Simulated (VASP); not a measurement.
H3C18N, 22 atoms in the cell. The cell holds a slab with vacuum, 22 atoms: a = 7.398 Å, b = 7.398 Å, c = 13.000 Å, α = 90.00°, β = 90.00°, γ = 120.00°. 

- Program: VASP 6.6.1
- Task: single point
- Functional: PBE
- Dispersion: D3(BJ)
- Potentials or basis: VASP PAW PBE potentials, release 64 (C, N, H)
- Cutoff: 520 eV
- k mesh: 2 × 2 × 1
- Occupations: gaussian, width 0.02 eV
- Spin: no spin polarisation
- Dipole correction: no
- Further INCAR settings: LREAL = Auto; ALGO = Normal; EDIFF = 1e-07; NBANDS = 57

Potentials or basis: VASP PAW PBE potentials, release 64 (C, N, H).

Command:

```sh
$ cat potpaw_PBE.64/C/POTCAR potpaw_PBE.64/N/POTCAR potpaw_PBE.64/H/POTCAR > POTCAR
$ mpirun -np 1 vasp_std > vasp.out
```

Hardware: 1 thread of Intel(R) Xeon(R) Platinum 8259CL CPU @ 2.50GHz (Skylake/Cascade Lake) (shared host).

Estimate the wall time of this run.

Run time: 7.6 min on 1 thread of Intel(R) Xeon(R) Platinum 8259CL CPU @ 2.50GHz (Skylake/Cascade Lake) (shared host), peak memory 0.64 GiB. Counts: scf iterations 26, k points 4.
